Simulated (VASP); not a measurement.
Here is a VASP 6.6.1 calculation.

INCAR

```
SYSTEM = PbS
PREC = Accurate
ENCUT = 500
EDIFF = 1E-6
ISMEAR = 0
SIGMA = 0.01
LREAL = .FALSE.
LASPH = .TRUE.
NELM = 120
ALGO = Normal
ISIF = 2
LWAVE = .FALSE.
LCHARG = .TRUE.
GGA = PE
LELF = .TRUE.
LVHAR = .TRUE.
NBANDS = 17
GGA_COMPAT = .FALSE.
```

Contents of KPOINTS:

```
regular mesh
0
G
  3 3 3
  0 0 0
```

Contents of POSCAR:

```
PbS
1.0
    0.0000000000      2.9657500000      2.9657500000
    2.9657500000      0.0000000000      2.9657500000
    2.9657500000      2.9657500000      0.0000000000
Pb S
1 1
Direct
    0.0011841999     -0.0012983500      0.0002808485
    0.4923466559      0.5083910824      0.4981849092
```

Potentials or basis: VASP PAW PBE potentials, release 64 (Pb_d, S).

Run with:

```bash
$ cat potpaw_PBE.64/Pb_d/POTCAR potpaw_PBE.64/S/POTCAR > POTCAR
$ mpirun -np 1 vasp_std > vasp.out
```

(1) Predict the pressure.

(2) Estimate the band gap on the k mesh.

(3) Estimate the largest force.

Results:

(1) 1.1 GPa.

(2) 2.22 eV, direct.

(3) 0.011 eV/Å.

Caveat: the k points lie up to 0.61 Å⁻¹ apart; spin-orbit coupling is left out, which moves the levels of the heavy elements.
